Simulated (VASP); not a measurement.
Wanted: the native input for a VASP 6.6.1 run.

* Task: single point
* Functional: BLYP
* Potentials or basis: VASP PAW PBE potentials, release 64 (Te)
* Cutoff: 520 eV
* k mesh: 11 × 11 × 11
* Occupations: fermi-dirac, width 0.1 eV
* Spin: no spin polarisation
* Dipole correction: no
* Further INCAR settings: ALGO = Normal; EDIFF = 1e-06; NBANDS = 9

The structure of Te lies in POSCAR:

```
Te
1.0
   -2.0014932162      2.0014932162      2.0014932162
    2.0014932162     -2.0014932162      2.0014932162
    2.0014932162      2.0014932162     -2.0014932162
Te
1
Direct
    0.0000000000      0.0000000000      0.0000000000
```

The input as run:

INCAR

```
SYSTEM = Te
AGGAC    = 1.0          
AGGAX    = 1.0          
ALDAC    = 0.0          
ALDAX    = 1.0          
ALGO     = Normal         ! electronic algorithm
EDIFF    = 1E-6           ! SCF threshold, eV
ENCUT    = 520            ! plane-wave cutoff, eV
GGA      = B5             ! functional
ISIF     = 2              ! what is computed and relaxed
ISMEAR   = -1             ! smearing method
LASPH    = .TRUE.         ! aspherical terms in the spheres
LCHARG   = .FALSE.        ! write CHGCAR
LREAL    = .FALSE.        ! projectors in reciprocal space
LWAVE    = .FALSE.        ! write WAVECAR
NBANDS   = 9              ! bands
NELM     = 60             ! most SCF steps
PREC     = Accurate       ! precision mode
SIGMA    = 0.1            ! smearing width, eV
```

KPOINTS

```
k-points
0
G
  11 11 11
  0 0 0
```

Potentials or basis: VASP PAW PBE potentials, release 64 (Te).

Run with:

```sh
$ cat potpaw_PBE.64/Te/POTCAR > POTCAR
$ mpirun -np 1 vasp_std > vasp.out
```

Results of the run:

```yaml
Pressure: 0.1 GPa
Band_gap_on_the_k_mesh: zero (band 3 reaches 9.02 eV, above the bottom of band 4 at 4.25 eV)
```

Caveat: the PAW data sets were made with another functional, which shifts forces and pressure a little; spin-orbit coupling is left out, which moves the levels of the heavy elements.

It took 20 s on 1 thread of Intel(R) Xeon(R) Platinum 8259CL CPU @ 2.50GHz (Skylake/Cascade Lake), on a shared host, peak memory 0.16 GiB.
